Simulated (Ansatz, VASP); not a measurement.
# HfSiO4 in VASP and in Ansatz

Contents of INCAR:

```
PREC     = Accurate       # precision mode
ENCUT    = 600            # plane-wave cutoff, eV
EDIFF    = 1E-6           # SCF threshold, eV
ISMEAR   = 0              # smearing method
SIGMA    = 0.02           # smearing width, eV
LREAL    = False          # projectors in reciprocal space
LASPH    = True           # aspherical terms in the spheres
NELM     = 80             # most SCF steps
ALGO     = Normal         # electronic algorithm
ISIF     = 3              # what is computed and relaxed
LWAVE    = False          # write WAVECAR
LCHARG   = False          # write CHGCAR
GGA      = PE             # functional
IBRION   = 2              # ionic algorithm
NSW      = 100            # ionic steps
EDIFFG   = -0.01          # ionic threshold
```

The input KPOINTS:

```
Automatic mesh
0
Gamma
  6 6 6
```

POSCAR

```
HfSiO4
1.0
    0.0000000000      4.1241834753      4.1241834753
    4.1241834753      0.0000000000      4.1241834753
    4.1241834753      4.1241834753      0.0000000000
Hf Si O
1 1 4
Direct
    0.0000000000      0.0000000000      0.0000000000
    0.2500000000      0.2500000000      0.2500000000
    0.5925399953      0.1358200016      0.1358200016
    0.1358200016      0.1358200016      0.1358200016
    0.1358200016      0.5925399953      0.1358200016
    0.1358200016      0.1358200016      0.5925399953
```

Input for Ansatz:

```yaml
crystal:
  lattice:
    - [0.0, 4.1241834753, 4.1241834753]
    - [4.1241834753, 0.0, 4.1241834753]
    - [4.1241834753, 4.1241834753, 0.0]
  atoms:
    - { symbol: Hf, position: [0.0, 0.0, 0.0] }
    - { symbol: Si, position: [0.25, 0.25, 0.25] }
    - { symbol: O, position: [0.5925399953, 0.1358200016, 0.1358200016] }
    - { symbol: O, position: [0.1358200016, 0.1358200016, 0.1358200016] }
    - { symbol: O, position: [0.1358200016, 0.5925399953, 0.1358200016] }
    - { symbol: O, position: [0.1358200016, 0.1358200016, 0.5925399953] }
basis:
  ecutwfc: 420
kpoints:
  mp_grid: { grid: [6, 6, 6] }
hamiltonian:
  xc: pbe
scf:
  occupations: { method: gaussian, width: 0.02 }
output:
  forces: true
  stress: true
  eigenvalues: true
relax:
  adjacent_minimum: "off"
  f_tol: 0.01
  max_steps: 80
  cell: { stress_tol: 0.05 }
```

Alike in both runs: task relaxation of cell and atoms; functional PBE; k mesh 6 × 6 × 6; occupations gaussian, width 0.02 eV; no spin polarisation.

|  | VASP | Ansatz |
| --- | --- | --- |
| version | VASP 6.6.1 | Ansatz 0.2.0 |
| potentials or method | VASP PAW PBE potentials, release 64 (Hf_pv, Si, O), cutoff 600 eV | scalar-relativistic, plane waves, PAW |
| valence electrons in the cell | 38 | 54 |

Ansatz gave:

```
gap on the k mesh at the Fermi level, each at its own relaxed structure (eV) : 4.76
relaxed volume (Å³/atom)                                                     : 23.45
relaxed length of the cell vector where the two differ most in proportion (Å)              : 5.838
```

**Question.** Estimate VASP's values.

**Answer.** gap on the k mesh at the Fermi level, each at its own relaxed structure (eV): 4.78; relaxed volume (Å³/atom): 23.32; relaxed length of the cell vector where the two differ most in proportion (Å): 5.827.

VASP's potentials hold 38 valence electrons a cell and Ansatz's 54, so a difference there can come from the potentials and not from the codes.

Spin-orbit coupling is off throughout.
